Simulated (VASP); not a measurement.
# TiO2 (Anatase) (I4_1/amd) in VASP: further runs, part 2 of 2

VASP 6.6.1. Earlier steps stand in the parts before.

## (4) Single point, LDA

This run uses another cell than the first one, of 11.02 Å³/atom, 1.042 times its volume.

INCAR reads:

```
  ALGO = Normal
  EDIFF = 1E-7
  ENCUT = 520
  GGA = CA
  ISIF = 2
  ISMEAR = 0
  LASPH = T
  LCHARG = F
  LREAL = F
  LWAVE = F
  NBANDS = 33
  NELM = 60
  PREC = Accurate
  SIGMA = 0.05
```

KPOINTS reads:

```
k-points
0
Gamma
  8 8 8
```

POSCAR reads:

```
TiO2
1.0
   -1.8696817797      1.8696817797      4.7276519014
    1.8696817797     -1.8696817797      4.7276519014
    1.8696817797      1.8696817797     -4.7276519014
Ti O
2 4
Direct
    0.0000000000      0.0000000000      0.0000000000
    0.7500000000      0.2500000000      0.5000000000
    0.2079824834      0.2079824834      0.0000000000
    0.9579824834      0.4579824834      0.5000000000
    0.5420175166      0.0420175166      0.5000000000
    0.7920175166      0.7920175166      0.0000000000
```

Potentials or basis: VASP PAW LDA potentials, release 64 (Ti_sv, O).

Run with:

```
cat potpaw_LDA.64/Ti_sv/POTCAR potpaw_LDA.64/O/POTCAR > POTCAR
mpirun -np 1 vasp_std > vasp.out
```

OUTCAR:

```text
EDIFF = 1E-7
   ENCUT = 520
   GGA = CA
   ISIF = 2
   ISMEAR = 0
   LASPH = T
   LREAL = F
   NELM = 60
   PREC = Accurate

 ion  position               nearest neighbor table
   1  0.000  0.000  0.000-   5 1.91   4 1.91   5 1.91   4 1.91   3 1.97   6 1.97
   2  0.750  0.250  0.500-   6 1.91   3 1.91   6 1.91   3 1.91   4 1.97   5 1.97
   3  0.208  0.208  0.000-   2 1.91   2 1.91   1 1.97
   4  0.958  0.458  0.500-   1 1.91   1 1.91   2 1.97
   5  0.542  0.042  0.500-   1 1.91   1 1.91   2 1.97
   6  0.792  0.792  0.000-   2 1.91   2 1.91   1 1.97

  LATTYP: Found a body centered tetragonal cell.
 ALAT       =     3.7393635594
 C/A-ratio  =     2.5285863898

  Lattice vectors:

 A1 = (  -1.8696817797,   1.8696817797,   4.7276519014)
 A2 = (   1.8696817797,  -1.8696817797,   4.7276519014)
 A3 = (   1.8696817797,   1.8696817797,  -4.7276519014)

Analysis of symmetry for initial positions (statically):
=====================================================================
 Subroutine PRICEL returns:
 Original cell was already a primitive cell.

 Routine SETGRP: Setting up the symmetry group for a
 body centered tetragonal supercell.

 Subroutine GETGRP returns: Found 16 space group operations
 (whereof  8 operations were pure point group operations)
 out of a pool of 16 trial point group operations.

The static configuration has the point symmetry D_2d.
 The point group associated with its full space group is D_4h.

Analysis of symmetry for dynamics (positions and initial velocities):
=====================================================================
 Subroutine PRICEL returns:
 Original cell was already a primitive cell.

 Routine SETGRP: Setting up the symmetry group for a
 body centered tetragonal supercell.
[... 131 lines left out ...]
   IALGO  =     38    algorithm
   IMIX   =      4    mixing-type and parameters
     AMIX     =   0.40;   BMIX     =  1.00
     AMIX_MAG =   1.60;   BMIX_MAG =  1.00
  volume/ion in A,a.u.               =      11.02        74.35
  Fermi-wavevector in a.u.,A,eV,Ry     =   1.471437  2.780612 29.458332  2.165126
  Thomas-Fermi vector in A             =   2.586573
   LORBIT       =      0    0 simple, 1 ext, 2 COOP (PROOUT), +10 PAW based schemes
   GGA     = CA    functional components
   LHFCALC =     F    Hartree Fock is set to
   AEXX    =    0.0000 exact exchange contribution
   IVDW    =     0    specifies the selected vdW correction
   LEPSILON=     F    determine dielectric tensor
   LRPA    =     F    only Hartree local field effects (RPA)
 non-spin polarized calculation
 Gauss-broadening in eV      SIGMA  =   0.05
  energy-cutoff  :      520.00
  volume of cell :       66.11
 maximum number of plane-waves:      1798
   NGX = 21   NGY = 21   NGZ = 21

 number of electron      47.9999997 magnetization

 Free energy of the ion-electron system (eV)
  ---------------------------------------------------
  ext. energy  EPLUGINS =         0.00000000
  ---------------------------------------------------
  free energy    TOTEN  =       -58.83490707 eV

  energy without entropy =      -58.83490707  energy(sigma->0) =      -58.83490707

 E-fermi :   3.6873     XC(G=0): -11.4964

 val. band max:        3.3379020830   @ k =  -0.3750   0.3750   0.0000
 cond. band min:       5.4437851011   @ k =   0.0000   0.0000   0.0000
 fundamental gap:      2.1058830181
 Fermi energy:         3.6873348615

 k-point     1 :       0.0000    0.0000    0.0000
  band No.  band energies     occupation
      1     -52.1682      2.00000
      2     -52.0944      2.00000
      3     -29.0959      2.00000
      4     -28.8174      2.00000
      5     -28.8174      2.00000
      6     -28.7345      2.00000
[... 853 lines left out ...]
     32      10.2797      0.00000
     33      10.8959      0.00000

 [... further k-points ...]

------------------------ aborting loop because EDIFF is reached ----------------------------------------

  FORCE on cell =-STRESS in cart. coord.  units (eV):
  Direction    XX          YY          ZZ          XY          YZ          ZX
  --------------------------------------------------------------------------------------
  -------------------------------------------------------------------------------------
  Total        0.5404507      0.5404507      0.5318361      0.0000000      0.0000000      0.0000000
  in kB       13.0986269     13.0986269     12.8898399      0.0000000      0.0000000      0.0000000
  external PRESSURE =      13.0290312 kB  Pullay stress =       0.0000000 kB

 VOLUME and BASIS-vectors are now :
 -----------------------------------------------------------------------------
  energy-cutoff  :      520.00
  volume of cell :       66.11
      direct lattice vectors                 reciprocal lattice vectors
    -1.869681780  1.869681780  4.727651901     0.000000000  0.267425187  0.105760748
     1.869681780 -1.869681780  4.727651901     0.267425187  0.000000000  0.105760748
     1.869681780  1.869681780 -4.727651901     0.267425187  0.267425187  0.000000000

 POSITION                                       TOTAL-FORCE (eV/Angst)
 -----------------------------------------------------------------------------------
      0.00000      0.00000      0.00000         0.000000      0.000000     -0.000000
      0.00000      1.86968      2.36383         0.000000      0.000000      0.000000
      0.00000      0.00000      1.96654        -0.000000      0.000000      0.033924
      0.00000      1.86968      4.33036         0.000000     -0.000000      0.033924
     -0.00000      1.86968      0.39729         0.000000     -0.000000     -0.033924
      0.00000      0.00000      7.48877        -0.000000      0.000000     -0.033924
 -----------------------------------------------------------------------------------
    total drift:                                0.000000      0.000000     -0.000000

  FREE ENERGIE OF THE ION-ELECTRON SYSTEM (eV)
  ---------------------------------------------------
  free  energy   TOTEN  =       -58.8349070745 eV

  energy  without entropy=      -58.8349070745  energy(sigma->0) =      -58.83490707
```

OSZICAR:

```text
N       E                     dE             d eps       ncg     rms          rms(c)
DAV:   1     0.652396037731E+03    0.65240E+03   -0.24263E+04  3894   0.169E+03
DAV:   2     0.215782135753E+02   -0.63082E+03   -0.58526E+03  4260   0.510E+02
DAV:   3    -0.703811049255E+02   -0.91959E+02   -0.90424E+02  5262   0.187E+02
DAV:   4    -0.751845364511E+02   -0.48034E+01   -0.47932E+01  5794   0.410E+01
DAV:   5    -0.753569379958E+02   -0.17240E+00   -0.17238E+00  4954   0.617E+00    0.328E+01
DAV:   6    -0.591284621109E+02    0.16228E+02   -0.75360E+01  5426   0.889E+01    0.109E+01
DAV:   7    -0.591016549144E+02    0.26807E-01   -0.14373E+01  5156   0.321E+01    0.986E+00
DAV:   8    -0.588823024481E+02    0.21935E+00   -0.61814E-01  5186   0.764E+00    0.574E+00
DAV:   9    -0.588618942693E+02    0.20408E-01   -0.49457E-01  5552   0.715E+00    0.173E+00
DAV:  10    -0.588439806967E+02    0.17914E-01   -0.18622E-01  5401   0.488E+00    0.903E-01
DAV:  11    -0.588349606983E+02    0.90200E-02   -0.34039E-02  5054   0.119E+00    0.226E-01
DAV:  12    -0.588350448589E+02   -0.84161E-04   -0.25194E-03  4539   0.563E-01    0.113E-01
DAV:  13    -0.588349412993E+02    0.10356E-03   -0.51663E-04  5296   0.304E-01    0.467E-02
DAV:  14    -0.588349071497E+02    0.34150E-04   -0.15603E-04  4922   0.824E-02    0.103E-02
DAV:  15    -0.588349070344E+02    0.11525E-06   -0.76411E-06  5449   0.237E-02    0.745E-03
DAV:  16    -0.588349070745E+02   -0.40135E-07   -0.92177E-07  4874   0.589E-03
   1 F= -.58834907E+02 E0= -.58834907E+02  d E =-.224823E-24
```

stdout:

```text
POSCAR found type information on POSCAR TiO
 POSCAR found :  2 types and       6 ions
 scaLAPACK will be used
 LDA part: xc-table for (Slater(with rela. corr.)+CA(PZ))
 , standard interpolation
 POSCAR, INCAR and KPOINTS ok, starting setup
 FFT: planning ... GRIDC
 FFT: planning ... GRID_SOFT
 FFT: planning ... GRID
 WAVECAR not read
 entering main loop
```

It took 2.7 min on 1 thread of Intel Xeon 6975P-C (Granite Rapids), shared host; peak memory 0.25 GiB.

Results:

```yaml
Free_energy: -58.8349 eV
Pressure: 1.3 GPa
Largest_force: 0.034 eV/Å
Band_gap_on_the_k_mesh: 2.11 eV, indirect (least direct gap 2.42 eV)
```

Forces in eV/Å, atoms in the order of the input:
```
Ti   0.000  0.000  0.000
Ti   0.000  0.000  0.000
O    0.000  0.000  0.034
O    0.000  0.000  0.034
O    0.000  0.000 -0.034
O    0.000  0.000 -0.034
```

Levels at points of the mesh, in eV from the valence-band top:
| k point | band 20 | band 21 | band 22 | band 23 | band 24 | band 25 | band 26 | band 27 | band 28 | band 29 |
| --- | --- | --- | --- | --- | --- | --- | --- | --- | --- | --- |
| (0.00, 0.00, 0.00) | -0.75 | -0.73 | -0.73 | -0.47 | -0.47 | 2.11 | 2.91 | 4.13 | 4.13 | 4.16 |
| (0.50, 0.00, 0.00) | -2.06 | -2.01 | -1.00 | -0.78 | -0.62 | 3.32 | 3.67 | 3.68 | 3.79 | 4.46 |
| (0.50, 0.50, 0.00) | -2.72 | -2.14 | -2.14 | 0.00 | 0.00 | 3.44 | 3.44 | 3.96 | 3.96 | 5.12 |
| (0.50, 0.50, 0.50) | -1.36 | -1.25 | -1.25 | -0.07 | -0.07 | 2.49 | 2.49 | 3.90 | 3.90 | 4.40 |

## (5) Summary

```tsv
cell	gap on the mesh (eV)	pressure (GPa)	largest force (eV/Å)
a = 5.285 Å, angles 138.8, 138.8, 59.7°, 6 atoms	2.00	9.6	0.05
a = 5.354 Å, angles 139.2, 139.2, 59.0°, 6 atoms	2.06	5.4	0.04
a = 5.417 Å, angles 139.6, 139.6, 58.4°, 6 atoms	2.11	1.3	0.03
```

Alike in all rows: task single point; level LDA; potentials or basis VASP PAW LDA potentials, release 64 (Ti_sv, O); no spin polarisation; k mesh 8 × 8 × 8; cutoff (eV) 520; smearing gaussian 0.05 eV.

Total energies depend on the potentials used, so only differences within one code and one set of settings carry meaning.
